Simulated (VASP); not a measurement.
The system is MgSi2N2.

```
Mg Si N
1.0
     4.31123    0.00000    0.00000
    -2.15562    3.73364    0.00000
     0.00000    0.00000    3.65087
Mg Si N
1 2 2
Cartesian
  0.0000 0.0000 0.0000
  0.0000 2.4891 1.8254
  2.1556 1.2445 1.8254
  0.0000 2.4891 0.0000
  2.1556 1.2445 0.0000
```

The cell was built from a structure type or drawn by symmetry, and may not be a known phase.

| Quantity | Value |
| --- | --- |
| Program | VASP 6.6.1 |
| Task | relaxation of cell and atoms |
| Functional | PBE |
| Potentials or basis | VASP PAW PBE potentials, release 64 (Mg_sv, Si, N) |
| Cutoff | 750 eV |
| k mesh | 6 × 6 × 6 |
| Occupations | gaussian, width 0.1 eV |
| Spin | no spin polarisation |

At the start: pressure -0.5 GPa; volume 11.75 Å³/atom.

Task: Where does the relaxation end?

Result: Over 16 steps the energy falls by 39.7 meV/atom and the volume is 12.47 Å³/atom (+6.1 %); space group P6/mmm (No. 191, to 0.1 Å) before and after.

Step by step:
```
step  energy change (eV)  largest force (eV/Å)  pressure (GPa)  volume (Å³)
   1              0.0000                0.0000           -0.45        58.77
   2             -0.0174                0.0000            1.10        58.48
   3             -0.0454                0.0000            6.96        57.56
   4             -0.0433                0.0000            9.61        57.22
   5             -0.0461                0.0000            7.71        57.45
   6             -0.0491                0.0000            7.86        57.47
   7             -0.0580                0.0000            8.38        57.51
   8             -0.0675                0.0000            9.71        57.60
   9             -0.0787                0.0000            9.32        57.80
  10             -0.1086                0.0000            8.19        58.41
  11             -0.1524                0.0000            6.14        59.62
  12             -0.1782                0.0000            2.71        62.09
  13             -0.1791                0.0000            3.14        61.73
  14             -0.1919                0.0000            1.81        61.99
  15             -0.1984                0.0000           -0.20        62.40
  16             -0.1985                0.0000            0.01        62.36
```

Final structure:
```yaml
crystal:
  lattice:
    - [4.58548, 0.00000, 0.00000]
    - [-2.29274, 3.97115, 0.00000]
    - [0.00000, 0.00000, 3.42431]
  atoms:
    - { symbol: Mg, position: [0.00000, 0.00000, 0.00000] }
    - { symbol: Si, position: [0.33333, 0.66667, 0.50000] }
    - { symbol: Si, position: [0.66667, 0.33333, 0.50000] }
    - { symbol: N, position: [0.33333, 0.66667, 0.00000] }
    - { symbol: N, position: [0.66667, 0.33333, 0.00000] }
```
